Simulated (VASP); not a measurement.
Here is a VASP 6.6.1 calculation.

The input INCAR:

```
PREC     = Accurate       # precision mode
ENCUT    = 520            # plane-wave cutoff, eV
EDIFF    = 1E-6           # SCF threshold, eV
ISMEAR   = 0              # smearing method
SIGMA    = 0.05           # smearing width, eV
LREAL    = Auto         
LASPH    = True           # aspherical terms in the spheres
NELM     = 100            # most SCF steps
ALGO     = Normal         # electronic algorithm
ISIF     = 2              # what is computed and relaxed
LWAVE    = False          # write WAVECAR
LCHARG   = True           # write CHGCAR
LDIPOL   = True         
IDIPOL   = 3            
DIPOL    = 0.5 0.5 0.287
GGA      = PE             # functional
LELF     = True           # ELF
LVHAR    = True         
LVACPOTAV= True         
NBANDS   = 68             # bands
```

The input KPOINTS:

```
regular mesh
0
Gamma
  5 5 1
```

File POSCAR:

```
HC12
1.0
    5.0509324483      0.0000000000      0.0000000000
    0.0000000000      5.0509324483      0.0000000000
    0.0000000000      0.0000000000     22.3754933530
C H
24 2
Direct
    0.0000000000      0.2500000000      0.1787670080
    0.0000000000      0.7500000000      0.1787670080
    0.5000000000      0.2500000000      0.1787670080
    0.5000000000      0.7500000000      0.1787670080
    0.0000000000      0.0000000000      0.2186716990
    0.0000000000      0.5000000000      0.2186716990
    0.5000000000      0.0000000000      0.2186716990
    0.5000000000      0.5000000000      0.2186716990
    0.2500000000      0.0000000000      0.2585763899
    0.2500000000      0.5000000000      0.2585763899
    0.7500000000      0.0000000000      0.2585763899
    0.7500000000      0.5000000000      0.2585763899
    0.2500000000      0.2500000000      0.2976014419
    0.2500000000      0.7500000000      0.2976014419
    0.7500000000      0.2500000000      0.2976014419
    0.7500000000      0.7500000000      0.2976014419
    0.0000000000      0.2500000000      0.3394883053
    0.0000000000      0.7500000000      0.3394883053
    0.5000000000      0.2500000000      0.3394883053
    0.5000000000      0.7500000000      0.3394883053
    0.0000000000      0.0000000000      0.3743154719
    0.0000000000      0.5000000000      0.3743154719
    0.5000000000      0.0000000000      0.3743154719
    0.5000000000      0.5000000000      0.3743154719
    0.9356554451      0.3750000000      0.3944267603
    1.0643445549      0.3750000000      0.3944267603
```

Potentials or basis: VASP PAW PBE potentials, release 64 (C, H).

Run with:

```console
$ cat potpaw_PBE.64/C/POTCAR potpaw_PBE.64/H/POTCAR > POTCAR
$ mpirun -np 1 vasp_std > vasp.out
```

(1) Estimate the band gap on the k mesh.

(2) Predict the largest force.

Answers

(1) zero (bands 49 and 50 overlap by 0.19 eV).

(2) 27.967 eV/Å.
